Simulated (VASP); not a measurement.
H4CO: single point with PBE+D3(BJ)

The system is H4CO.

```
C O H
1.0
     7.12562    0.00000    0.00000
     0.00000    7.12562    0.00000
     0.00000    0.00000    7.12562
C O H
6 6 24
Direct
  0.81043 0.04989 0.38826
  0.27919 0.99373 0.22084
  0.55223 0.56454 0.69421
  0.03391 0.57128 0.52471
  0.96680 0.92793 0.84899
  0.13520 0.45927 0.99561
  0.72126 0.90992 0.27356
  0.42699 0.09077 0.12459
  0.57862 0.50831 0.50281
  0.12197 0.40975 0.45604
  0.14578 0.96160 0.78225
  0.23320 0.32234 0.89595
  0.70457 0.12169 0.48438
  0.80079 0.86657 0.16411
  0.91627 0.97586 0.48466
  0.87626 0.16262 0.30209
  0.14654 0.06596 0.19480
  0.54884 0.02654 0.16971
  0.25929 0.84601 0.18450
  0.30185 0.02007 0.37486
  0.50353 0.43671 0.76678
  0.58527 0.61968 0.41756
  0.67955 0.60966 0.75332
  0.44181 0.68202 0.69611
  0.89754 0.58351 0.44374
  0.24785 0.41616 0.49263
  0.99992 0.57201 0.67701
  0.12576 0.68910 0.48415
  0.93137 0.77634 0.81455
  0.17879 0.09868 0.78482
  0.94336 0.95718 0.00244
  0.87928 0.00748 0.75609
  0.97301 0.43755 0.98460
  0.32173 0.25998 0.98970
  0.16622 0.46802 0.14505
  0.15669 0.59040 0.92638
```

```
Program             : VASP 6.6.1
Task                : single point
Functional          : PBE
Dispersion          : D3(BJ)
Potentials or basis : VASP PAW PBE potentials, release 64 (C, O, H)
Cutoff              : 520 eV
k mesh              : 1 × 1 × 1
Occupations         : fermi-dirac, width 0.05 eV
Spin                : no spin polarisation
```

```
Pressure                   : -0.5 GPa
Largest force              : 2.650 eV/Å
Band gap on the k mesh     : 4.75 eV
Dispersion energy per atom : -0.038 eV
```

Forces on the atoms (eV/Å):
```
C    0.836  0.131  1.363
C    0.121  1.248  1.333
C   -2.357  0.296 -1.079
C   -0.919  0.826 -1.187
C   -0.463 -1.083 -0.469
C   -2.648  0.084 -0.082
O   -0.245 -0.557 -1.085
O    0.679 -0.905  0.102
O   -0.076  0.384 -1.276
O   -1.697 -1.103 -0.521
O    1.950  0.209 -0.084
O    1.280 -1.330  0.758
H    0.434 -0.741 -0.981
H   -0.431  0.690  1.333
H   -0.635  0.911 -1.039
H   -0.038 -0.430  0.404
H   -0.024  0.134 -0.352
H   -1.016  0.634 -0.437
H    0.348 -0.266 -0.061
H   -0.169 -0.734 -0.474
H   -0.107  0.473  0.027
H    0.023 -0.719  0.920
H    1.480  0.714  0.806
H    0.833 -0.979  0.520
H    0.756  0.016  0.695
H    2.318 -0.133  0.574
H    0.312 -0.238 -0.330
H   -0.412  0.420  0.527
H    0.221  0.946  0.650
H   -0.556 -0.635  0.357
H    0.148  0.062 -0.594
H   -1.490  0.688  0.262
H    1.367 -0.071  0.167
H   -0.452  0.029 -0.866
H    0.268 -0.176  0.306
H    0.359  1.205 -0.187
```

Stress tensor (GPa, compression positive):
```
 0.97  0.14  0.20
 0.14 -0.84  0.70
 0.20  0.70 -1.50
```

Levels at points of the mesh, in eV from the valence-band top:
```
           k point  band 39  band 40  band 41  band 42  band 43  band 44  band 45  band 46
(0.00, 0.00, 0.00)    -0.33    -0.25    -0.21     0.00     4.75     5.61     6.37     6.39
```

Run time: 59 s on 1 thread of Intel(R) Xeon(R) Platinum 8259CL CPU @ 2.50GHz (Skylake/Cascade Lake), on a shared host, peak memory 0.37 GiB.

Caveat: the k points lie up to 0.88 Å⁻¹ apart.
